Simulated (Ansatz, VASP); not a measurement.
ZnS in VASP and in Ansatz

File INCAR:

```
ALGO     = Normal         # electronic algorithm
EDIFF    = 1E-6           # SCF threshold, eV
ENCUT    = 520            # plane-wave cutoff, eV
GGA      = PE             # functional
ISIF     = 2              # what is computed and relaxed
ISMEAR   = 0              # smearing method
LASPH    = True           # aspherical terms in the spheres
LCHARG   = False          # write CHGCAR
LREAL    = False          # projectors in reciprocal space
LWAVE    = False          # write WAVECAR
NBANDS   = 16             # bands
NELM     = 80             # most SCF steps
PREC     = Accurate       # precision mode
SIGMA    = 0.05           # smearing width, eV
```

KPOINTS

```
k-points
0
Gamma
  10 10 10
```

File POSCAR:

```
ZnS
1.0
    0.0000000000      2.7587430000      2.7046500000
    2.6505570000      0.0000000000      2.7046500000
    2.6505570000      2.7587430000      0.0000000000
Zn S
1 1
Direct
    0.0000000000      0.0000000000      0.0000000000
    0.7500000000      0.7500000000      0.7500000000
```

Input for Ansatz:

```yaml
crystal:
  lattice:
    - [0.0, 2.758743, 2.70465]
    - [2.650557, 0.0, 2.70465]
    - [2.650557, 2.758743, 0.0]
  atoms:
    - { symbol: Zn, position: [0.0, 0.0, 0.0] }
    - { symbol: S, position: [0.75, 0.75, 0.75] }
basis:
  ecutwfc: 420
kpoints:
  mp_grid: { grid: [10, 10, 10] }
hamiltonian:
  xc: pbe
scf:
  occupations: { method: gaussian, width: 0.05 }
output:
  forces: true
  stress: true
  eigenvalues: true
```

Change from the starting cell: strain -0.0200 x Voigt [1, -1, 0, 0, 0, 0], atoms carried along.

Alike in both runs: task single point; functional PBE; k mesh 10 × 10 × 10; occupations gaussian, width 0.05 eV; no spin polarisation.

|  | VASP | Ansatz |
| --- | --- | --- |
| version | VASP 6.6.1 | Ansatz 0.2.0 |
| potentials or method | VASP PAW PBE potentials, release 64 (Zn, S), cutoff 520 eV | scalar-relativistic, plane waves, PAW |
| valence electrons in the cell | 18 | 18 |

|  | VASP | Ansatz | Ansatz less VASP |
| --- | --- | --- | --- |
| gap on the k mesh at the Fermi level (eV) | 2.03 | 2.03 | -0.005 |
| least direct gap on the mesh (eV) | 2.03 | 2.03 | -0.005 |
| pressure (GPa) | 1.5 | 1.4 | -0.16 |
| traceless stress, the component that is largest in VASP (GPa) | -0.83 | -0.84 | -0.006 |
